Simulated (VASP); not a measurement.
Here is a VASP 6.6.1 calculation.

The input INCAR:

```
SYSTEM = WC
ALGO     = Normal         ! electronic algorithm
EDIFF    = 1E-6           ! SCF threshold, eV
ENCUT    = 520            ! plane-wave cutoff, eV
GGA      = PE             ! functional
ISIF     = 2              ! what is computed and relaxed
ISMEAR   = 0              ! smearing method
LASPH    = .True.         ! aspherical terms in the spheres
LCHARG   = .True.         ! write CHGCAR
LELF     = .True.         ! ELF
LREAL    = .False.        ! projectors in reciprocal space
LVHAR    = .True.       
LWAVE    = .False.        ! write WAVECAR
NBANDS   = 16             ! bands
NELM     = 60             ! most SCF steps
PREC     = Accurate       ! precision mode
SIGMA    = 0.1            ! smearing width, eV
```

Contents of KPOINTS:

```
k-points
0
Gamma
  6 6 6
  0 0 0
```

POSCAR

```
WC
1.0
    0.0000000000      2.4637779400      2.4637779400
    2.4637779400      0.0000000000      2.4637779400
    2.4637779400      2.4637779400      0.0000000000
W C
1 1
Direct
    0.0000000000      0.0000000000      0.0000000000
    0.7500000000      0.7500000000      0.7500000000
```

Potentials or basis: VASP PAW PBE potentials, release 64 (W_sv, C).

The run is started by

```bash
$ cat potpaw_PBE.64/W_sv/POTCAR potpaw_PBE.64/C/POTCAR > POTCAR
$ mpirun -np 1 vasp_std > vasp.out
```

Q: What does it give for the pressure?

A: -27.4 GPa.

Q: What does it give for the band gap on the k mesh?

A: Zero (band 9 reaches 7.80 eV, above the bottom of band 10 at 6.98 eV).

Caveat: the k points lie up to 0.37 Å⁻¹ apart; spin-orbit coupling is left out, which moves the levels of the heavy elements.
